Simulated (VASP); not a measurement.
BeS, 2 atoms in the cell. Symmetry: F-43m, No. 216, cubic system. Conventional cell: a = 4.820 Å, b = 4.820 Å, c = 4.820 Å, α = 90.00°, β = 90.00°, γ = 90.00°. Be (site symmetry -43m) has 4 S at 2.09 Å within 2.8 Å. S (site symmetry -43m) has 4 Be at 2.09 Å within 2.8 Å. 

```yaml
Program: VASP 6.6.1
Task: single point
Functional: PBE
Potentials_or_basis: VASP PAW PBE potentials, release 64 (Be, S)
Cutoff: 600 eV
k_mesh: 4 × 4 × 4
Occupations: gaussian, width 0.01 eV
Spin: no spin polarisation
Dipole_correction: no
Further_INCAR_settings: ALGO = Normal; EDIFF = 1e-06; NBANDS = 11
```

Potentials or basis: VASP PAW PBE potentials, release 64 (Be, S).

The run is started by

```sh
$ cat potpaw_PBE.64/Be/POTCAR potpaw_PBE.64/S/POTCAR > POTCAR
$ mpirun -np 1 vasp_std > vasp.out
```

Hardware: 1 thread of Intel Xeon 8259CL (shared host).

**Question.** How long does it take, and how much memory?

**Answer.** Run time: 4.8 s on 1 thread of Intel Xeon 8259CL, on a shared host, peak memory 0.15 GiB. Counts: scf iterations 12, k points 8.
